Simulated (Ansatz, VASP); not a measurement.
**InP: VASP beside Ansatz**

File INCAR:

```
SYSTEM = InP
ALGO = Normal ; EDIFF = 1E-6
ENCUT = 520 ; GGA = PE
ISIF = 2 ; ISMEAR = 0
LASPH = .TRUE. ; LCHARG = .FALSE.
LREAL = .FALSE. ; LWAVE = .FALSE.
NBANDS = 16 ; NELM = 60
PREC = Accurate ; SIGMA = 0.15
```

File KPOINTS:

```
k-points
0
G
  18 18 18
  0 0 0
```

POSCAR

```
InP
1.0
    0.0000000000      2.6870556022      2.7701604146
    2.6870556022      0.0000000000      2.7701604146
    2.6870556022      2.6870556022      0.0000000000
In P
1 1
Direct
    0.0000000000      0.0000000000      0.0000000000
    0.5000000000      0.5000000000      0.5000000000
```

Input for Ansatz:

```yaml
crystal:
  lattice:
    - [0.0, 2.6870556022, 2.7701604146]
    - [2.6870556022, 0.0, 2.7701604146]
    - [2.6870556022, 2.6870556022, 0.0]
  atoms:
    - { symbol: In, position: [0.0, 0.0, 0.0] }
    - { symbol: P, position: [0.5, 0.5, 0.5] }
basis:
  ecutwfc: 420
kpoints:
  mp_grid: { grid: [18, 18, 18] }
hamiltonian:
  xc: pbe
scf:
  occupations: { method: gaussian, width: 0.15 }
output:
  forces: true
  stress: true
  eigenvalues: true
  write_density: true
  write_potential: true
  elf: true
  volumetric_format: npy
```

Change from the starting cell: strain -0.030 along x and y, +0.000 along z, atoms carried along.

Alike in both runs: task single point; functional PBE; k mesh 18 × 18 × 18; occupations gaussian, width 0.15 eV; no spin polarisation.

```csv
,VASP,Ansatz
version,VASP 6.6.1,Ansatz 0.2.0
potentials or method,"VASP PAW PBE potentials, release 64 (In_d, P), cutoff 520 eV","scalar-relativistic, plane waves, PAW"
valence electrons in the cell,18,18
```

```csv
,VASP,Ansatz,Ansatz less VASP
gap on the k mesh at the Fermi level (eV),none,none,-
pressure (GPa),5.3,5.3,+0.04
"traceless stress, the component that is largest in VASP (GPa)",-2.68,-2.69,-0.014
```

A gap of «none» marks a metal or a gap that the smearing closes.
